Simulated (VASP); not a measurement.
# CoO (Fm-3m) in VASP: further runs, part 2 of 2

VASP 6.6.1. Earlier steps stand in the parts before.

### Step 6. Relaxation of cell and atoms, RPBE+D3(BJ), collinear spin, ferromagnetic start

This run uses another cell than the first one, of 9.68 Å³/atom, 1.020 times its volume.

Contents of INCAR:

```
PREC = Accurate
ENCUT = 600
EDIFF = 1E-6
ISMEAR = -1
SIGMA = 0.05
LREAL = F
LASPH = T
NELM = 150
ALGO = Normal
ISIF = 3
LWAVE = F
LCHARG = F
ISPIN = 2
MAGMOM = 2 0
LORBIT = 11
LMAXMIX = 4
GGA = RP
IVDW = 12
IBRION = 2
NSW = 60
EDIFFG = -0.01
```

Contents of KPOINTS:

```
Automatic mesh
0
Gamma
  11 11 11
```

Contents of POSCAR:

```
CoO
1.0
    0.0000000000      2.1315000000      2.1315000000
    2.1315000000      0.0000000000      2.1315000000
    2.1315000000      2.1315000000      0.0000000000
Co O
1 1
Direct
    0.0000000000      0.0000000000      0.0000000000
    0.5000000000      0.5000000000      0.5000000000
```

Potentials or basis: VASP PAW PBE potentials, release 64 (Co, O).

Command:

```console
$ cat potpaw_PBE.64/Co/POTCAR potpaw_PBE.64/O/POTCAR > POTCAR
$ mpirun -np 1 vasp_std > vasp.out
```

OUTCAR:

```text
PREC = Accurate
   ENCUT = 600
   EDIFF = 1E-6
   ISMEAR = -1
   LREAL = F
   LASPH = T
   NELM = 150
   ISIF = 3
   ISPIN = 2
   LORBIT = 11
   GGA = RP
   IVDW = 12
   IBRION = 2
   NSW = 60
   EDIFFG = -0.01
 IVDW          = 12

 ion  position               nearest neighbor table
   1  0.000  0.000  0.000-   2 2.13   2 2.13   2 2.13   2 2.13   2 2.13   2 2.13
   2  0.500  0.500  0.500-   1 2.13   1 2.13   1 2.13   1 2.13   1 2.13   1 2.13

  LATTYP: Found a face centered cubic cell.
 ALAT       =     4.2630000000

  Lattice vectors:

 A1 = (   0.0000000000,   2.1315000000,   2.1315000000)
 A2 = (   2.1315000000,   0.0000000000,   2.1315000000)
 A3 = (   2.1315000000,   2.1315000000,   0.0000000000)

Analysis of symmetry for initial positions (statically):
[... 25 lines left out ...]
The dynamic configuration has the point symmetry O_h .

Analysis of structural, dynamic, and magnetic symmetry:
=====================================================================
 Subroutine PRICEL returns:
[... 7 lines left out ...]
 out of a pool of 48 trial point group operations.

The overall configuration has the point symmetry O_h .

 Subroutine INISYM returns: Found 48 space group operations
[... 5 lines left out ...]
                                     Primitive cell

  volume of cell :      19.3681

  direct lattice vectors                    reciprocal lattice vectors
     0.000000000  2.131500000  2.131500000    -0.234576589  0.234576589  0.234576589
     2.131500000  0.000000000  2.131500000     0.234576589 -0.234576589  0.234576589
     2.131500000  2.131500000  0.000000000     0.234576589  0.234576589 -0.234576589

  length of vectors
     3.014396208  3.014396208  3.014396208     0.406298571  0.406298571  0.406298571

  position of ions in fractional coordinates (direct lattice)
     0.000000000  0.000000000  0.000000000
     0.500000000  0.500000000  0.500000000

  ion indices of the primitive-cell ions
   primitive index   ion index
                 1           1
                 2           2

----------------------------------------------------------------------------------------

 KPOINTS: Automatic mesh

Automatic generation of k-mesh.
[... 100 lines left out ...]
  volume of cell :       19.37
 maximum number of plane-waves:       660
   NGX = 13   NGY = 13   NGZ = 13

--------------------------------------- Ionic step        1  -------------------------------------------

 number of electron      15.0000007 magnetization       2.9271978

 Free energy of the ion-electron system (eV)
  ---------------------------------------------------
  ext. energy  EPLUGINS =         0.00000000
  ---------------------------------------------------
  free energy    TOTEN  =       -12.20838397 eV

  energy without entropy =      -12.17377978  energy(sigma->0) =      -12.19108187

------------------------ aborting loop because EDIFF is reached ----------------------------------------

 Edisp (eV)   -2.22945

 E8    (eV) :    -1.3243
[... 31 lines left out ...]
--------------------------------------- Ionic step        2  -------------------------------------------

 number of electron      15.0000000 magnetization       2.2251025

 E-fermi :  10.3337     XC(G=0): -13.1504

 val. band max:       10.3228082091   @ k =  -0.4545   0.3636   0.0000
 cond. band min:      10.3465789859   @ k =  -0.3636   0.2727   0.0000
 fundamental gap:      0.0237707767
 Fermi energy:        10.3336513360

 spin component 1

 k-point     1 :       0.0000    0.0000    0.0000
  band No.  band energies     occupation
      1     -11.4720      1.00000
      2       6.4763      1.00000
      3       6.4763      1.00000
      4       6.4763      1.00000
      5       7.2674      1.00000
      6       7.2675      1.00000
      7       7.3501      1.00000
      8       7.3502      1.00000
      9       7.3502      1.00000
     10      12.3161      0.00000
     11      27.7387      0.00000
     12      29.8600      0.00000
[... 908 lines left out ...]
--------------------------------------- Ionic step        7  -------------------------------------------

 number of electron      15.0000001 magnetization       2.4393785

 Free energy of the ion-electron system (eV)
  ---------------------------------------------------
  ext. energy  EPLUGINS =         0.00000000
  ---------------------------------------------------
  free energy    TOTEN  =       -12.06553491 eV

  energy without entropy =      -12.02868408  energy(sigma->0) =      -12.04710950

 E-fermi :   9.4774     XC(G=0): -12.8085

 val. band max:        9.4681407344   @ k =   0.4545   0.1818   0.0909
 cond. band min:       9.4830895407   @ k =   0.4545   0.2727   0.0000
 fundamental gap:      0.0149488064
 Fermi energy:         9.4773562047

 spin component 1

 k-point     1 :       0.0000    0.0000    0.0000
  band No.  band energies     occupation
      1     -11.7523      1.00000
      2       5.8899      1.00000
      3       5.8899      1.00000
      4       5.8899      1.00000
      5       6.3476      1.00000
      6       6.3477      1.00000
      7       6.4911      1.00000
      8       6.4912      1.00000
      9       6.4912      1.00000
     10      11.0835      0.00000
     11      26.7124      0.00000
     12      28.4923      0.00000
[... 742 lines left out ...]
  FREE ENERGIE OF THE ION-ELECTRON SYSTEM (eV)
  ---------------------------------------------------
  free  energy   TOTEN  =       -14.1779952222 eV

  energy  without entropy=      -14.1411443832  energy(sigma->0) =      -14.15956980

 reached required accuracy - stopping structural energy minimisation

 total charge

# of ion       s       p       d       tot
------------------------------------------
    1        0.320   0.420   7.250   7.989
    2        1.561   3.470   0.000   5.030
--------------------------------------------------
tot          1.880   3.889   7.250  13.019

 magnetization (x)

# of ion       s       p       d       tot
------------------------------------------
    1        0.021   0.019   2.180   2.220
    2        0.029   0.158   0.000   0.187
--------------------------------------------------
tot          0.051   0.176   2.180   2.407
```

Run time: 2.1 min. Hardware: 1 thread of Intel Xeon Platinum 8259CL at 2.50GHz (Skylake/Cascade Lake), shared host; peak memory 0.18 GiB.

Results:

```
Free energy                                           : -14.1780 eV
Relaxed volume                                        : 8.77 Å³/atom
Relaxed cell                                          : a = 2.916 Å, b = 2.916 Å, c = 2.916 Å, α = 60.00°, β = 60.00°, γ = 60.00°
Space group after relaxing (to 0.05 Å)                : Fm-3m (No. 225)
Energy gained by relaxing                             : -129.9 meV/atom
Ionic steps                                           : 7
Pressure after relaxing                               : -0.1 GPa
Net moment                                            : 2.44 μB per cell
Site moments                                          : Co +2.22; O +0.19 μB
Valence electrons inside the program's atomic spheres : Co 7.99; O 5.03
Dispersion energy per atom                            : -1.056 eV
```

The path:
```
step  energy change (eV)  largest force (eV/Å)  pressure (GPa)  volume (Å³)
   1              0.0000                0.0000          -17.25        19.37
   2              0.2925                0.0000           12.13        16.59
   3              0.2600                0.0000           -0.50        17.60
   4              0.2599                0.0000           -0.35        17.56
   5              0.2600                0.0000            0.47        17.46
   6              0.2598                0.0000            0.19        17.51
   7              0.2598                0.0000           -0.05        17.54
```

Final structure:
```cif
data_structure
_symmetry_space_group_name_H-M 'P 1'
_symmetry_Int_Tables_number 1
_cell_length_a 2.9163
_cell_length_b 2.9163
_cell_length_c 2.9163
_cell_angle_alpha 60.000
_cell_angle_beta 60.000
_cell_angle_gamma 60.000
_cell_volume 17.54
loop_
_atom_site_label
_atom_site_type_symbol
_atom_site_fract_x
_atom_site_fract_y
_atom_site_fract_z
_atom_site_occupancy
Co1 Co 0.00000 0.00000 0.00000 1
O1 O 0.50000 0.50000 0.50000 1
```

Caveat: the PAW data sets were made with another functional, which shifts forces and pressure a little; a cell with one magnetic atom can't hold antiferromagnetic order, which such compounds often take; semilocal functionals often make such compounds metallic where correlation or magnetic order opens a gap, which also shifts bond lengths; pairwise dispersion overbinds metals, which lowers pressure and volume. With open d or f shells a metallic result of RPBE can be an artefact of self-interaction; +U or a hybrid may open a gap.

### Step 7. The runs side by side

```tsv
task	level	potentials or basis	cell	cutoff (eV)	second run	gap on the mesh (eV)	pressure (GPa)	moment (μB)
single point	BLYP+D3(BJ)	VASP PAW PBE potentials, release 64 (Co_sv, O)	a = 2.994 Å, angles 60.0°, 2 atoms	600	valence_matched	none	9.9	2.72
single point	RPBE+D4	VASP PAW PBE potentials, release 64 (Co, O)	a = 2.999 Å, angles 60.0°, 2 atoms	520	-	none	-0.7	2.89
single point	RPBE+D3(BJ)	VASP PAW PBE potentials, release 64 (Co, O)	a = 3.009 Å, angles 60.0°, 2 atoms	520	-	none	-0.5	2.92
single point	revPBE+D3(BJ)	VASP PAW PBE potentials, release 64 (Co, O)	a = 3.010 Å, angles 60.0°, 2 atoms	520	-	none	-0.5	2.91
relaxation of cell and atoms	RPBE+D3(BJ)	VASP PAW PBE potentials, release 64 (Co, O)	relaxed from a = 3.014 Å, angles 60.0°, 2 atoms	600	-	none	-0.1	2.44
```

Alike in all rows: spin collinear, ferromagnetic start; k mesh 11 × 11 × 11; smearing fermi-dirac 0.05 eV.

Caveats: the PAW data sets were made with another functional, which shifts forces and pressure a little; a cell with one magnetic atom can't hold antiferromagnetic order, which such compounds often take; semilocal functionals often make such compounds metallic where correlation or magnetic order opens a gap, which also shifts bond lengths; pairwise dispersion overbinds metals, which lowers pressure and volume.

Absolute energies hang on the potentials; compare differences alone.
